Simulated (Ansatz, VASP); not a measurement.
One calculation of SbSe4, two programs

```
Sb Se
1.0
     3.40245   -4.16204    0.00000
     3.40245    4.16204    0.00000
     0.00000    0.00000    5.55949
Sb Se
1 4
Direct
  0.50000 0.50000 0.00000
  0.22184 0.77816 0.29432
  0.77816 0.22184 0.29432
  0.77816 0.22184 0.70568
  0.22184 0.77816 0.70568
```

Alike in both runs: functional PBE; k mesh 8 × 8 × 8; occupations gaussian, width 0.1 eV; no spin polarisation.

Ansatz relaxed the structure, and its values are those at the end. VASP's run is a single point on that final structure, the one shown.

```csv
,VASP,Ansatz
version,VASP 6.6.1,Ansatz 0.2.0
potentials or method,"VASP PAW PBE potentials, release 64 (Sb, Se), cutoff 520 eV","scalar-relativistic, plane waves, PAW"
valence electrons in the cell,29,79
```

VASP gave:

- gap on the k mesh at the Fermi level (eV): none
- pressure (GPa): 0.0
- rms of the force components (eV/Å): 0.016

**Question.** What did Ansatz give for the same quantities?

**Answer.** gap on the k mesh at the Fermi level (eV): none; pressure (GPa): 0.0; rms of the force components (eV/Å): 0.002.

A gap of «none» marks a metal or a gap that the smearing closes. The functional is the same, so the differences come from potentials, cutoffs and numerics. VASP's potentials hold 29 valence electrons a cell and Ansatz's 79, so a difference there can come from the potentials and not from the codes.

Neither program's run includes spin-orbit coupling.
